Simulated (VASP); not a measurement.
Crystal: CuO.

```
Cu O
1.0
     2.89857    0.00000    0.00000
     0.03933    2.89835    0.00000
     0.01761    0.01736    5.21062
Cu O
2 2
Direct
  0.00000 0.50000 0.00000
  0.50000 0.00000 0.50000
  0.99842 0.00167 0.74989
  0.00158 0.99833 0.25011
```

Base run:

* Program: VASP 6.6.1
* Functional: PBEsol
* Potentials or basis: VASP PAW PBE potentials, release 64 (Cu, O)
* Cutoff: 520 eV
* k mesh: 9 × 9 × 5
* Occupations: fermi-dirac, width 0.05 eV
* Spin: no spin polarisation

Its results: band gap on the k mesh zero (band 17 reaches 5.49 eV, above the bottom of band 18 at 4.56 eV); pressure -4.5 GPa; largest force 0.014 eV/Å.

The run is repeated on the same cell with these changes: functional from PBEsol to PBE. What comes out?

Band gap on the k mesh zero (band 17 reaches 5.66 eV, above the bottom of band 18 at 4.74 eV); pressure 3.1 GPa; largest force 0.013 eV/Å.

PBE binds less tightly than PBEsol, so the same cell stands under more pressure.

Caveats: semilocal functionals often make such compounds metallic where correlation or magnetic order opens a gap, which also shifts bond lengths; the PAW data sets were made with another functional, which shifts forces and pressure a little (some runs).
